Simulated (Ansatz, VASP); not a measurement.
## One calculation of AlV2C, two programs

```
CELL_PARAMETERS angstrom
2.86984 0.00000 0.00000
-1.43492 2.48535 0.00000
0.00000 0.00000 12.98651
ATOMIC_POSITIONS crystal
Al 0.33333 0.66667 0.25000
Al 0.66667 0.33333 0.75000
V 0.33333 0.66667 0.58620
V 0.66667 0.33333 0.41380
V 0.66667 0.33333 0.08620
V 0.33333 0.66667 0.91380
C 0.00000 0.00000 0.00000
C 0.00000 0.00000 0.50000
```

Alike in both runs: functional PBE; dispersion D3(BJ); k mesh 15 × 15 × 4; occupations gaussian, width 0.1 eV; no spin polarisation.

Ansatz relaxed the structure, and its values are those at the end. VASP's run is a single point on that final structure, the one shown.

```csv
,VASP,Ansatz
version,VASP 6.6.1,Ansatz 0.2.0
potentials or method,"VASP PAW PBE potentials, release 64 (Al, V_sv, C), cutoff 520 eV","scalar-relativistic, plane waves, PAW"
valence electrons in the cell,66,66
```

Ansatz gave:

- gap on the k mesh at the Fermi level (eV): none
- pressure (GPa): 0.0
- rms of the force components (eV/Å): 0.000

What did VASP give for the same quantities?

gap on the k mesh at the Fermi level (eV): none; pressure (GPa): 0.4; rms of the force components (eV/Å): 0.021.

A gap of «none» marks a metal or a gap that the smearing closes.
